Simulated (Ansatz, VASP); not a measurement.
One calculation of InSb5, two programs

```
In Sb
1.0
     6.45831    0.00000    0.00000
    -3.22916    5.59306    0.00000
     0.00000    0.00000    5.31528
In Sb
1 5
Direct
  0.00000 0.00000 0.00000
  0.00000 0.50000 0.50000
  0.50000 0.50000 0.50000
  0.33333 0.66667 0.00000
  0.50000 0.00000 0.50000
  0.66667 0.33333 0.00000
```

Change from the starting cell: species swapped into the GdRh5 type (P6/mmm, No. 191).

Alike in both runs: task relaxation of cell and atoms; functional PBE; k mesh 6 × 6 × 8; occupations gaussian, width 0.1 eV; no spin polarisation.

|  | VASP | Ansatz |
| --- | --- | --- |
| version | VASP 6.6.1 | Ansatz 0.2.0 |
| potentials or method | VASP PAW PBE potentials, release 64 (In_d, Sb), cutoff 600 eV | scalar-relativistic, plane waves, PAW |
| valence electrons in the cell | 38 | 88 |

|  | VASP | Ansatz | Ansatz less VASP |
| --- | --- | --- | --- |
| gap on the k mesh at the Fermi level, each at its own relaxed structure (eV) | none | none | - |
| relaxed volume (Å³/atom) | 31.22 | 31.25 | +0.027 |
| relaxed cell length with the largest relative difference (Å) | 5.607 | 5.612 | +0.0042 |

A gap of «none» marks a metal or a gap that the smearing closes. VASP's potentials hold 38 valence electrons a cell and Ansatz's 88, so a difference there can come from the potentials and not from the codes.

Spin-orbit coupling is off throughout.
